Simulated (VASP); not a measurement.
Input of a VASP 6.6.1 run:

The input INCAR:

```
PREC = Accurate ; ENCUT = 520
EDIFF = 1E-7 ; ISMEAR = 0
SIGMA = 0.05 ; LREAL = F
LASPH = T ; NELM = 60
ALGO = Normal ; ISIF = 2
LWAVE = F ; LCHARG = F
GGA = PE ; NBANDS = 31
```

Contents of KPOINTS:

```
regular mesh
0
Gamma
  6 6 8
```

Contents of POSCAR:

```
HfO2
1.0
    4.8812150602      0.0000000000      0.0000000000
    0.0000000000      4.8812150602      0.0000000000
    0.0000000000      0.0000000000      3.2378896156
Hf O
2 4
Direct
    0.0000000000      0.0000000000     -0.0626951577
    0.5000000000      0.5000000000      0.5626951577
    0.1948161092      0.8051838908      0.4798800679
    0.3051838908      0.3051838908      0.0201199321
    0.6948161092      0.6948161092      0.0201199321
    0.8051838908      0.1948161092      0.4798800679
```

Potentials or basis: VASP PAW PBE potentials, release 64 (Hf_pv, O).

Command:

```console
$ cat potpaw_PBE.64/Hf_pv/POTCAR potpaw_PBE.64/O/POTCAR > POTCAR
$ mpirun -np 1 vasp_std > vasp.out
```

(1) What does it give for the band gap on the k mesh?

(2) Predict the pressure.

(3) Predict the largest force.

Answers

(1) 4.09 eV, direct.

(2) -1.1 GPa.

(3) 1.304 eV/Å.

Caveat: spin-orbit coupling is left out, which moves the levels of the heavy elements; forces of over 1 eV/Å act on the atoms, so gaps and moduli don't describe the material at rest.
